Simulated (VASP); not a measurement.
A run of VASP 6.6.1:

INCAR

```
SYSTEM = HfO2
ALGO = Normal
EDIFF = 1E-6
ENCUT = 520
GGA = PE
ISIF = 2
ISMEAR = 0
LASPH = .True.
LCHARG = .False.
LREAL = .False.
LWAVE = .False.
NBANDS = 18
NELM = 100
PREC = Accurate
SIGMA = 0.05
```

File KPOINTS:

```
k-points
0
Gamma
  8 8 8
  0 0 0
```

The input POSCAR:

```
HfO2
1.0
   -0.0666254984      2.4698782483      2.4698782483
    2.4698782483     -0.0666254984      2.4698782483
    2.4698782483      2.4698782483     -0.0666254984
Hf O
1 2
Direct
    0.0000000000      0.0000000000      0.0000000000
    0.2500000000      0.2500000000      0.2500000000
    0.7500000000      0.7500000000      0.7500000000
```

Potentials or basis: VASP PAW PBE potentials, release 64 (Hf_pv, O).

Run with:

```bash
$ cat potpaw_PBE.64/Hf_pv/POTCAR potpaw_PBE.64/O/POTCAR > POTCAR
$ mpirun -np 1 vasp_std > vasp.out
```

Hardware: 1 thread of Intel(R) Xeon(R) Platinum 8488C (Sapphire Rapids), with other jobs on the host.

Problem. Estimate the wall time of this run.

Solution. Wall time 21 s on 1 thread of Intel(R) Xeon(R) Platinum 8488C (Sapphire Rapids), with other jobs on the host, peak memory 0.17 GiB. Counts: scf iterations 13, k points 65.
